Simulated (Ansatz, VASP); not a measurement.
## Two plane-wave programs on Ca

Contents of INCAR:

```
PREC = Accurate ; ENCUT = 520
EDIFF = 1E-6 ; ISMEAR = 0
SIGMA = 0.1 ; LREAL = False
LASPH = True ; NELM = 60
ALGO = Fast ; ISIF = 2
LWAVE = False ; LCHARG = False
GGA = PE ; NBANDS = 39
```

File KPOINTS:

```
Automatic mesh
0
Gamma
  12 12 2
```

File POSCAR:

```
Ca
1.0
    3.8582093191     -0.0000000289      0.0000000000
   -1.9291046346      3.3413072979      0.0000000000
    0.0000000000      0.0000000000     19.9782249000
Ca
6
Direct
    0.0000000000      0.0000000000      0.5000000000
    0.0000000000      0.0000000000      0.0000000000
    0.6666666667      0.3333333333      0.3405840000
    0.3333333333      0.6666666667      0.6594160000
    0.3333333333      0.6666666667      0.8405840000
    0.6666666667      0.3333333333      0.1594160000
```

Input for Ansatz:

```yaml
crystal:
  lattice:
    - [3.8582093191, -2.89e-08, 0.0]
    - [-1.9291046346, 3.3413072979, 0.0]
    - [0.0, 0.0, 19.9782249]
  atoms:
    - { symbol: Ca, position: [0.0, 0.0, 0.5] }
    - { symbol: Ca, position: [0.0, 0.0, 0.0] }
    - { symbol: Ca, position: [0.6666666667, 0.3333333333, 0.340584] }
    - { symbol: Ca, position: [0.3333333333, 0.6666666667, 0.659416] }
    - { symbol: Ca, position: [0.3333333333, 0.6666666667, 0.840584] }
    - { symbol: Ca, position: [0.6666666667, 0.3333333333, 0.159416] }
basis:
  ecutwfc: 420
kpoints:
  mp_grid: { grid: [12, 12, 2] }
  band_path:
    path:
      - [[0.0, 0.0, 0.0], [0.5, 0.0, 0.0], [0.33333333, 0.33333333, 0.0], [0.0, 0.0, 0.0], [0.0, 0.0, 0.5], [0.5, 0.0, 0.5], [0.33333333, 0.33333333, 0.5], [0.0, 0.0, 0.5]]
      - [[0.5, 0.0, 0.5], [0.5, 0.0, 0.0]]
      - [[0.33333333, 0.33333333, 0.5], [0.33333333, 0.33333333, 0.0]]
    npoints: 14
hamiltonian:
  xc: pbe
scf:
  occupations: { method: gaussian, width: 0.1 }
  n_extra_bands: 15
output:
  forces: true
  stress: true
  eigenvalues: true
  populations: true
  dos: { projected: true, de: 0.02, nscf_kmesh: { grid: [15, 15, 3] } }
  bader: true
  write_density: true
  write_potential: true
  elf: true
  volumetric_format: npy
```

Alike in both runs: task single point; functional PBE; k mesh 12 × 12 × 2; occupations gaussian, width 0.1 eV; no spin polarisation.

|  | VASP | Ansatz |
| --- | --- | --- |
| version | VASP 6.6.1 | Ansatz 0.2.0 |
| potentials or method | VASP PAW PBE potentials, release 64 (Ca_sv), cutoff 520 eV | scalar-relativistic, plane waves, PAW |
| valence electrons in the cell | 60 | 60 |

|  | VASP | Ansatz | Ansatz less VASP |
| --- | --- | --- | --- |
| gap on the k mesh at the Fermi level (eV) | none | none | - |
| pressure (GPa) | 0.0 | 0.0 | -0.01 |

A gap of «none» marks a metal or a gap that the smearing closes. The functional is the same, so the differences come from potentials, cutoffs and numerics.
